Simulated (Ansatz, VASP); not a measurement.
## One calculation of SiO2, two programs

```
CELL_PARAMETERS angstrom
4.27980 0.00000 0.00000
0.00000 4.27980 0.00000
0.00000 0.00000 2.53360
ATOMIC_POSITIONS crystal
Si 0.50000 0.50000 0.50000
Si 0.00000 0.00000 0.00000
O 0.69443 0.69443 0.00000
O 0.19443 0.80557 0.50000
O 0.30557 0.30557 0.00000
O 0.80557 0.19443 0.50000
```

Alike in both runs: task single point; functional LDA; k mesh 6 × 6 × 8; occupations gaussian, width 0.05 eV; no spin polarisation.

|  | VASP | Ansatz |
| --- | --- | --- |
| version | VASP 6.6.1 | Ansatz 0.2.0 |
| potentials or method | VASP PAW LDA potentials, release 64 (Si, O_h), cutoff 910 eV | scalar-relativistic, plane waves, PAW |
| valence electrons in the cell | 32 | 32 |

|  | VASP | Ansatz | Ansatz less VASP |
| --- | --- | --- | --- |
| gap on the k mesh at the Fermi level (eV) | 5.83 | 5.81 | -0.012 |
| least direct gap on the mesh (eV) | 5.83 | 5.81 | -0.012 |
| rms of the force components (eV/Å) | 0.249 | 0.266 | +0.0172 |

Ansatz warns that its potentials were made for another functional, while VASP's fit it. LDA's correlation is that of Perdew and Zunger in VASP and of Perdew and Wang (1992) in Ansatz. Atom by atom the forces differ by 0.017 eV/Å (rms over components).

Noted on VASP's run: the cutoff is short for stress, so the pressure is rough.
